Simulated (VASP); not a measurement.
# ZnCu: single point with BLYP

The system is ZnCu.

```
Zn Cu
1.0
     3.03139    0.00000    0.00000
     0.00000    3.03139    0.00000
     0.00000    0.00000    3.03139
Zn Cu
1 1
Direct
  0.50000 0.50000 0.50000
  0.00000 0.00000 0.00000
```

```json
{
 "Program": "VASP 6.6.1",
 "Task": "single point",
 "Functional": "BLYP",
 "Potentials or basis": "VASP PAW PBE potentials, release 64 (Zn, Cu)",
 "Cutoff": "520 eV",
 "k mesh": "9 × 9 × 9",
 "Occupations": "fermi-dirac, width 0.05 eV",
 "Spin": "no spin polarisation",
 "Dipole correction": "no",
 "Further INCAR settings": "ALGO = Normal; EDIFF = 1e-06; NBANDS = 18"
}
```

```json
{"Pressure": "0.5 GPa"}
```

Levels at points of the mesh, in eV from the Fermi level:
```tsv
k point	band 7	band 8	band 9	band 10	band 11	band 12	band 13	band 14	band 15	band 16
(0.00, 0.00, 0.00)	-3.51	-3.51	-2.78	-2.78	-2.78	5.80	5.80	5.80	10.48	10.96
```

Wall time 31 s on 1 thread of Intel Xeon 8259CL, on a shared host, peak memory 0.15 GiB.

Caveat: the PAW data sets were made with another functional, which shifts forces and pressure a little.
